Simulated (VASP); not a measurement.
# Ba in VASP: single point with r2SCAN

Aim: the single point of Ba with r2SCAN.

All numbers are computed with VASP 6.6.1; they aren't measurements. Logs are shortened: lines on timing, memory, paths and dates and some standing lists are left out, and cuts for length are marked.

## Step 1: The cell of the first run

The cell holds a sublattice, 2 atoms: a = 4.299 Å, b = 5.057 Å, c = 6.484 Å, α = 112.95°, β = 90.00°, γ = 90.00°.

## Step 2: Single point, r2SCAN

The input, POSCAR:

```
Ba
1.0
    0.0000000000      0.0000000000      4.2990000000
   -5.0570000000      0.0000000000      0.0000000000
    2.5285000000     -5.9710000000      0.0000000000
Ba
2
Direct
    0.2500000000      0.8600000000      0.7200000000
    0.7500000000      0.1400000000      0.2800000000
```

The input, INCAR.step1:

```
SYSTEM = Ba
ALGO = Normal ; EDIFF = 1E-5
ENCUT = 440 ; GGA = PE
GGA_COMPAT = .FALSE. ; ISMEAR = 0
LASPH = .TRUE. ; LCHARG = .FALSE.
LREAL = .FALSE. ; LWAVE = .TRUE.
NBANDS = 17 ; NELM = 120
PREC = Accurate ; SIGMA = 0.1
```

The input, INCAR.step2:

```
SYSTEM = Ba
ALGO = Normal ; EDIFF = 1E-6
ENCUT = 440 ; GGA_COMPAT = .FALSE.
ISIF = 2 ; ISMEAR = 0
ISTART = 1 ; LASPH = .TRUE.
LCHARG = .FALSE. ; LMIXTAU = .TRUE.
LREAL = .FALSE. ; LWAVE = .FALSE.
METAGGA = R2SCAN ; NBANDS = 17
NELM = 120 ; PREC = Accurate
SIGMA = 0.1
```

The input, KPOINTS:

```
k-points
0
G
  8 8 8
  0 0 0
```

Potentials or basis: VASP PAW PBE potentials, release 64 (Ba_sv).

Command:

```sh
cat potpaw_PBE.64/Ba_sv/POTCAR > POTCAR
cp INCAR.step1 INCAR
mpirun -np 1 vasp_std > vasp.out
cp INCAR.step2 INCAR
mpirun -np 1 vasp_std > vasp.out
```

OUTCAR:

```text
SYSTEM = Ba
   EDIFF = 1E-6
   ENCUT = 440
   ISIF = 2
   ISMEAR = 0
   ISTART = 1
   LASPH = .TRUE.
   LREAL = .FALSE.
   METAGGA = R2SCAN
   NELM = 120
   PREC = Accurate

 ion  position               nearest neighbor table
   1  0.250  0.860  0.720-   2 3.98   2 3.98   2 4.23   2 4.23   2 4.23   2 4.23
   2  0.750  0.140  0.280-   1 3.98   1 3.98   1 4.23   1 4.23   1 4.23   1 4.23

  LATTYP: Found a base centered orthorhombic cell.
 ALAT       =     5.0570000000
 B/A-ratio  =     2.3614791378
 C/A-ratio  =     0.8501087601

  Lattice vectors:

 A1 = (  -2.5285000000,   5.9710000000,   0.0000000000)
 A2 = (  -2.5285000000,  -5.9710000000,   0.0000000000)
 A3 = (   0.0000000000,   0.0000000000,   4.2990000000)

Analysis of symmetry for initial positions (statically):
=====================================================================
 Subroutine PRICEL returns:
 Original cell was already a primitive cell.

 Routine SETGRP: Setting up the symmetry group for a
 base centered orthorhombic supercell.

 Subroutine GETGRP returns: Found  8 space group operations
 (whereof  4 operations were pure point group operations)
 out of a pool of  8 trial point group operations.

The static configuration has the point symmetry C_2h.
 The point group associated with its full space group is D_2h.

Analysis of symmetry for dynamics (positions and initial velocities):
=====================================================================
 Subroutine PRICEL returns:
 Original cell was already a primitive cell.

 Routine SETGRP: Setting up the symmetry group for a
 base centered orthorhombic supercell.

 Subroutine GETGRP returns: Found  8 space group operations
 (whereof  4 operations were pure point group operations)
 out of a pool of  8 trial point group operations.

The dynamic configuration has the point symmetry C_2h.
 The point group associated with its full space group is D_2h.

 Subroutine INISYM returns: Found  8 space group operations
 (whereof  4 operations are pure point group operations),
 and found     1 'primitive' translations

----------------------------------------------------------------------------------------

                                     Primitive cell

  volume of cell :     129.8098

  direct lattice vectors                    reciprocal lattice vectors
     0.000000000  0.000000000  4.299000000     0.000000000  0.000000000  0.232612235
    -5.057000000  0.000000000  0.000000000    -0.197745699 -0.083738067  0.000000000
     2.528500000 -5.971000000  0.000000000     0.000000000 -0.167476135  0.000000000

  length of vectors
     4.299000000  5.057000000  6.484300521     0.232612235  0.214745024  0.167476135

  position of ions in fractional coordinates (direct lattice)
     0.250000000  0.860000000  0.720000000
     0.750000000  0.140000000  0.280000000

  ion indices of the primitive-cell ions
   primitive index   ion index
                 1           1
                 2           2

----------------------------------------------------------------------------------------

 KPOINTS: k-points

Automatic generation of k-mesh.
 Grid dimensions read from file:
 generate k-points for:    8    8    8

 Generating k-lattice:

  Cartesian coordinates                     Fractional coordinates (reciprocal lattice)
     0.000000000  0.000000000  0.029076529     0.125000000  0.000000000  0.000000000
    -0.024718212 -0.010467258  0.000000000     0.000000000  0.125000000  0.000000000
     0.000000000 -0.020934517  0.000000000     0.000000000  0.000000000  0.125000000

  Length of vectors
     0.029076529  0.026843128  0.020934517

  Shift w.r.t. Gamma in fractional coordinates (k-lattice)
     0.000000000  0.000000000  0.000000000

 Subroutine IBZKPT returns following result:
 ===========================================

 Found    105 irreducible k-points:

 Following reciprocal coordinates:
            Coordinates               Weight
  0.000000  0.000000  0.000000      1.000000
  0.125000  0.000000  0.000000      2.000000
  0.250000  0.000000  0.000000      2.000000
  0.375000  0.000000  0.000000      2.000000
  0.500000  0.000000  0.000000      1.000000
  0.000000  0.125000 -0.000000      4.000000
[... 16 lines left out ...]
  0.250000  0.500000 -0.000000      4.000000
  0.375000  0.500000 -0.000000      4.000000
 [... further k-points ...]
   k-points           NKPTS =    105   k-points in BZ     NKDIM =    105   number of bands    NBANDS=     17
   number of dos      NEDOS =    301   number of ions     NIONS =      2
   total plane-waves  NPLWV =  51840
   dimension x,y,z NGX =    30 NGY =   36 NGZ =   48
   dimension x,y,z NGXF=    60 NGYF=   72 NGZF=   96
   ions per type =               2
   NGX,Y,Z   is equivalent  to a cutoff of  11.60, 11.83, 12.31 a.u.
   NGXF,Y,Z  is equivalent  to a cutoff of  23.20, 23.67, 24.61 a.u.
 SYSTEM =  Ba
   PREC   = accura    normal or accurate (medium, high low for compatibility)
   ISTART =      1    job   : 0-new  1-cont  2-samecut
   ICHARG =      0    charge: 1-file 2-atom 10-const
   ISPIN  =      1    spin polarized calculation?
   LNONCOLLINEAR =      F non collinear calculations
   LSORBIT =      F    spin-orbit coupling
   LASPH  =      T    aspherical Exc in radial PAW
   ENCUT  =  440.0 eV  32.34 Ry    5.69 a.u.   7.35  8.65 11.09*2*pi/ulx,y,z
   NELM   =    120;   NELMIN=  2; NELMDL=  0     # of ELM steps
   EDIFF  = 0.1E-05   stopping-criterion for ELM
   LREAL  =      F    real-space projection
   EDIFFG = 0.1E-04   stopping-criterion for IOM
   NSW    =      0    number of steps for IOM
   IBRION =     -1    ionic relax: 0-MD 1-quasi-New 2-CG
   NFREE  =      0    steps in history (QN), initial steepest desc. (CG)
   ISIF   =      2    stress and relaxation
   ISYM   =      2    0-nonsym 1-usesym 2-fastsym
   POTIM  = 0.5000    time-step for ionic-motion
   TEBEG  =    0.0;   TEEND  =   0.0 temperature during run
   PSTRESS=    0.0 pullay stress
   NELECT =      20.0000    total number of electrons
   NUPDOWN=      -1.0000    fix difference up-down
   EMIN   =  10.00;   EMAX   =-10.00  energy-range for DOS
   EFERMI =   0.00;   METHOD = LEGACY
   ISMEAR =     0;   SIGMA  =   0.10  broadening in eV -4-tet -1-fermi 0-gaus
   EFERMI_NEDOS =   21; number of points for ismear=-14 and -15
   IALGO  =     38    algorithm
   IMIX   =      4    mixing-type and parameters
     AMIX     =   0.40;   BMIX     =  1.00
     AMIX_MAG =   1.60;   BMIX_MAG =  1.00
  volume/ion in A,a.u.               =      64.90       438.00
  Fermi-wavevector in a.u.,A,eV,Ry     =   0.877639  1.658496 10.479879  0.770249
  Thomas-Fermi vector in A             =   1.997615
   LORBIT       =      0    0 simple, 1 ext, 2 COOP (PROOUT), +10 PAW based schemes
   METAGGA = R2SCAN    functional components
   LHFCALC =     F    Hartree Fock is set to
   AEXX    =    0.0000 exact exchange contribution
   IVDW    =     0    specifies the selected vdW correction
   LEPSILON=     F    determine dielectric tensor
   LRPA    =     F    only Hartree local field effects (RPA)
 non-spin polarized calculation
 Gauss-broadening in eV      SIGMA  =   0.10
  energy-cutoff  :      440.00
  volume of cell :      129.81
 maximum number of plane-waves:      2750
 NGX is ok and might be reduce to    30
   NGX = 15   NGY = 17   NGZ = 23

 number of electron      20.0000000 magnetization

 Free energy of the ion-electron system (eV)
  ---------------------------------------------------
  ext. energy  EPLUGINS =         0.00000000
  ---------------------------------------------------
  free energy    TOTEN  =       -52.18994933 eV

  energy without entropy =      -52.17072738  energy(sigma->0) =      -52.18033836

 E-fermi :   1.5241     XC(G=0):  -7.6879

 val. band max:        1.5224838968   @ k =   0.3750   0.2500   0.3750
 cond. band min:       1.5251463944   @ k =   0.2500   0.3750  -0.0000
 fundamental gap:      0.0026624976
 Fermi energy:         1.5241017690

 k-point     1 :       0.0000    0.0000    0.0000
  band No.  band energies     occupation
      1     -28.5019      2.00000
      2     -28.3874      2.00000
      3     -13.6573      2.00000
      4     -13.2379      2.00000
      5     -13.1652      2.00000
      6     -13.0900      2.00000
[... 9 lines left out ...]
     16       4.0935      0.00000
     17       5.1142      0.00000

 k-point     2 :       0.1250    0.0000    0.0000
  band No.  band energies     occupation
      1     -28.4940      2.00000
      2     -28.3881      2.00000
      3     -13.6272      2.00000
      4     -13.2265      2.00000
      5     -13.2137      2.00000
      6     -13.0896      2.00000
[... 9 lines left out ...]
     16       3.8647      0.00000
     17       5.3939      0.00000

 k-point     3 :       0.2500    0.0000    0.0000
  band No.  band energies     occupation
      1     -28.4729      2.00000
      2     -28.3916      2.00000
      3     -13.5430      2.00000
      4     -13.3226      2.00000
      5     -13.1966      2.00000
      6     -13.1280      2.00000
[... 9 lines left out ...]
     16       4.0339      0.00000
     17       5.7707      0.00000

 k-point     4 :       0.3750    0.0000    0.0000
  band No.  band energies     occupation
      1     -28.4455      2.00000
      2     -28.4014      2.00000
      3     -13.4260      2.00000
      4     -13.4135      2.00000
      5     -13.2998      2.00000
      6     -13.1583      2.00000
[... 9 lines left out ...]
     16       4.4317      0.00000
     17       6.2921      0.00000
[... 343 lines left out ...]
      1     -28.4657      2.00000
      2     -28.4112      2.00000
      3     -13.5713      2.00000
      4     -13.3887      2.00000
      5     -13.1716      2.00000
      6     -13.1277      2.00000
[... 9 lines left out ...]
     16       4.3382      0.00000
     17       5.1552      0.00000

 k-point    23 :       0.2500    0.5000   -0.0000
  band No.  band energies     occupation
      1     -28.4504      2.00000
      2     -28.4086      2.00000
      3     -13.5131      2.00000
      4     -13.4446      2.00000
      5     -13.2779      2.00000
      6     -13.1619      2.00000
[... 9 lines left out ...]
     16       4.7046      0.00000
     17       5.4562      0.00000

 k-point    24 :       0.3750    0.5000   -0.0000
  band No.  band energies     occupation
      1     -28.4320      2.00000
      2     -28.4093      2.00000
      3     -13.5270      2.00000
      4     -13.5065      2.00000
      5     -13.3177      2.00000
      6     -13.1581      2.00000
[... 9 lines left out ...]
     16       4.8485      0.00000
     17       5.7296      0.00000

 [... further k-points ...]

------------------------ aborting loop because EDIFF is reached ----------------------------------------

  FORCE on cell =-STRESS in cart. coord.  units (eV):
  Direction    XX          YY          ZZ          XY          YZ          ZX
  --------------------------------------------------------------------------------------
  -------------------------------------------------------------------------------------
  Total       -1.4087703      1.2607706      1.9065824      0.0000000      0.0000000      0.0000000
  in kB      -17.3877468     15.5610599     23.5319922      0.0000000      0.0000000      0.0000000
  external PRESSURE =       7.2351018 kB  Pullay stress =       0.0000000 kB

 VOLUME and BASIS-vectors are now :
 -----------------------------------------------------------------------------
  energy-cutoff  :      440.00
  volume of cell :      129.81
      direct lattice vectors                 reciprocal lattice vectors
     0.000000000  0.000000000  4.299000000     0.000000000  0.000000000  0.232612235
    -5.057000000  0.000000000  0.000000000    -0.197745699 -0.083738067  0.000000000
     2.528500000 -5.971000000  0.000000000     0.000000000 -0.167476135  0.000000000

 POSITION                                       TOTAL-FORCE (eV/Angst)
 -----------------------------------------------------------------------------------
     -2.52850     -4.29912      1.07475         0.000000     -0.087457      0.000000
      0.00000     -1.67188      3.22425         0.000000      0.087457      0.000000
 -----------------------------------------------------------------------------------
    total drift:                                0.000000     -0.000000      0.000000

  FREE ENERGIE OF THE ION-ELECTRON SYSTEM (eV)
  ---------------------------------------------------
  free  energy   TOTEN  =       -52.1899493347 eV

  energy  without entropy=      -52.1707273784  energy(sigma->0) =      -52.18033836
```

Wall time 20 min (1 thread of Intel Xeon 8259CL, shared host); peak memory 0.33 GiB.

Results:

```
Free energy            : -52.1899 eV
Pressure               : 0.7 GPa
Largest force          : 0.087 eV/Å
Band gap on the k mesh : zero (band 10 reaches 1.72 eV, above the bottom of band 11 at 1.25 eV)
```

Forces in eV/Å, atoms in the order of the input:
```
Ba   0.000 -0.087  0.000
Ba   0.000  0.087  0.000
```

Levels at points of the mesh, in eV from the Fermi level:
| k point | band 6 | band 7 | band 8 | band 9 | band 10 | band 11 | band 12 | band 13 | band 14 | band 15 |
| --- | --- | --- | --- | --- | --- | --- | --- | --- | --- | --- |
| (0.00, 0.00, 0.00) | -14.61 | -14.48 | -14.41 | -2.69 | -0.80 | 0.29 | 1.43 | 1.97 | 2.09 | 2.28 |
| (0.50, 0.00, 0.00) | -14.79 | -14.65 | -14.65 | -0.18 | -0.18 | 0.29 | 0.29 | 0.90 | 0.90 | 2.71 |
| (0.00, 0.50, 0.00) | -14.62 | -14.51 | -14.48 | -1.12 | -0.60 | -0.18 | 1.19 | 1.62 | 2.12 | 2.44 |
| (0.50, 0.50, 0.00) | -14.75 | -14.60 | -14.60 | -0.39 | -0.39 | 0.32 | 0.32 | 1.94 | 1.94 | 2.88 |
| (0.00, 0.00, 0.50) | -14.56 | -14.55 | -14.54 | -1.45 | -1.10 | -0.28 | 1.20 | 1.33 | 1.49 | 2.80 |
| (0.50, 0.00, 0.50) | -14.65 | -14.54 | -14.54 | -0.56 | -0.56 | 1.53 | 1.53 | 1.60 | 1.60 | 1.64 |

Caveat: the PAW data sets were made with another functional, which shifts forces and pressure a little; spin-orbit coupling is left out, which moves the levels of the heavy elements.
